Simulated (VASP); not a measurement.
**P5N2: single point with PBE**

P5N2:

```
CELL_PARAMETERS angstrom
3.95547 0.00000 0.00000
0.00000 1.76945 0.00000
-0.87783 0.00000 5.60209
ATOMIC_POSITIONS crystal
P 0.21417 0.00000 0.57070
P 0.78583 0.00000 0.42930
P 0.64312 0.00000 0.71467
P 0.35688 0.00000 0.28533
P 0.50000 0.00000 0.00000
N 0.07349 0.00000 0.85242
N 0.92651 0.00000 0.14758
```

```json
{"Program": "VASP 6.6.1", "Task": "single point", "Functional": "PBE", "Potentials or basis": "VASP PAW PBE potentials, release 64 (P, N)", "Cutoff": "520 eV", "k mesh": "4 × 10 × 4", "Occupations": "gaussian, width 0.1 eV", "Spin": "no spin polarisation", "Dipole correction": "no", "Further INCAR settings": "ALGO = Normal; EDIFF = 1e-06; NBANDS = 26"}
```

```json
{"Pressure": "546.5 GPa", "Largest force": "11.938 eV/Å"}
```

Forces on the atoms (eV/Å):
```
P    -3.906   0.000   9.826
P     3.906   0.000  -9.826
P    10.750   0.000   5.191
P   -10.750   0.000  -5.191
P     0.000   0.000   0.000
N     1.441   0.000  -1.304
N    -1.441   0.000   1.304
```

Stress tensor (GPa, compression positive):
```
476.63   0.00 -28.41
  0.00 644.91   0.00
-28.41   0.00 518.00
```

Levels at points of the mesh, in eV from the Fermi level:
| k point | band 14 | band 15 | band 16 | band 17 | band 18 | band 19 | band 20 | band 21 | band 22 | band 23 |
| --- | --- | --- | --- | --- | --- | --- | --- | --- | --- | --- |
| (0.00, 0.00, 0.00) | -1.46 | 1.18 | 3.58 | 3.90 | 4.34 | 4.94 | 5.18 | 6.07 | 6.80 | 8.71 |
| (0.50, 0.00, 0.00) | -4.47 | -3.74 | -1.42 | 0.35 | 2.28 | 5.22 | 5.34 | 6.07 | 7.77 | 9.33 |
| (0.00, 0.50, 0.00) | -6.65 | -4.50 | -3.94 | -3.70 | -2.57 | -2.23 | -0.81 | 0.54 | 0.78 | 1.54 |
| (0.50, 0.50, 0.00) | -3.86 | -3.27 | -2.14 | -1.14 | -0.61 | -0.05 | 0.16 | 0.87 | 1.06 | 2.78 |
| (0.00, 0.00, 0.50) | -1.95 | -0.77 | 1.77 | 2.17 | 4.64 | 4.93 | 5.19 | 6.05 | 7.82 | 8.92 |
| (0.50, 0.00, 0.50) | -3.58 | -2.59 | -1.66 | 1.08 | 2.45 | 4.32 | 4.37 | 5.23 | 6.06 | 6.47 |
| (0.00, 0.50, 0.50) | -7.80 | -6.38 | -4.52 | -3.82 | -3.39 | -2.28 | -0.57 | -0.32 | 1.57 | 4.31 |
| (0.50, 0.50, 0.50) | -5.84 | -4.84 | -3.10 | -2.54 | -1.37 | 0.58 | 0.95 | 1.06 | 1.81 | 3.36 |

Wall time 30 s on 1 thread of AMD EPYC 9R45 96-Core Processor (Zen 5), with other jobs on the host, peak memory 0.14 GiB.

Caveat: the k points lie up to 0.40 Å⁻¹ apart; forces of over 1 eV/Å act on the atoms, so gaps and moduli don't describe the material at rest.
